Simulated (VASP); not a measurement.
Here is a VASP 6.6.1 calculation.

The input INCAR:

```
SYSTEM = GeP5
ALGO = Normal
EDIFF = 1E-6
ENCUT = 520
GGA = PE
ISIF = 2
ISMEAR = 0
LASPH = .True.
LCHARG = .False.
LREAL = .False.
LWAVE = .False.
NBANDS = 28
NELM = 100
PREC = Accurate
SIGMA = 0.1
```

The input KPOINTS:

```
k-points
0
Gamma
  6 6 4
  0 0 0
```

The input POSCAR:

```
GeP5
1.0
    5.9654013697      0.0000000000      0.0000000000
   -2.9827006848      5.1661891299      0.0000000000
    0.0000000000      0.0000000000      3.3496830470
Ge P
1 5
Direct
    0.0000000000      0.0000000000      0.0000000000
    0.5000000000      0.0000000000      0.0000000000
    0.0000000000      0.5000000000      0.0000000000
    0.5000000000      0.5000000000      0.0000000000
    0.3333333333      0.6666666667      0.5000000000
    0.6666666667      0.3333333333      0.5000000000
```

Potentials or basis: VASP PAW PBE potentials, release 64 (Ge_d, P).

Command:

```bash
$ cat potpaw_PBE.64/Ge_d/POTCAR potpaw_PBE.64/P/POTCAR > POTCAR
$ mpirun -np 1 vasp_std > vasp.out
```

What does it give for the band gap on the k mesh?

Zero (an odd number of electrons rules out a gap without spin polarisation).

Estimate the pressure.

-0.1 GPa.

Stress tensor (GPa, compression positive):
```
 0.07  0.00  0.00
 0.00  0.07  0.00
 0.00  0.00 -0.33
```

Caveat: the k points lie up to 0.47 Å⁻¹ apart, too coarse for converged energies and pressures of a metal; an odd number of electrons without spin polarisation forces a metal; a magnetic or distorted state may lie lower.
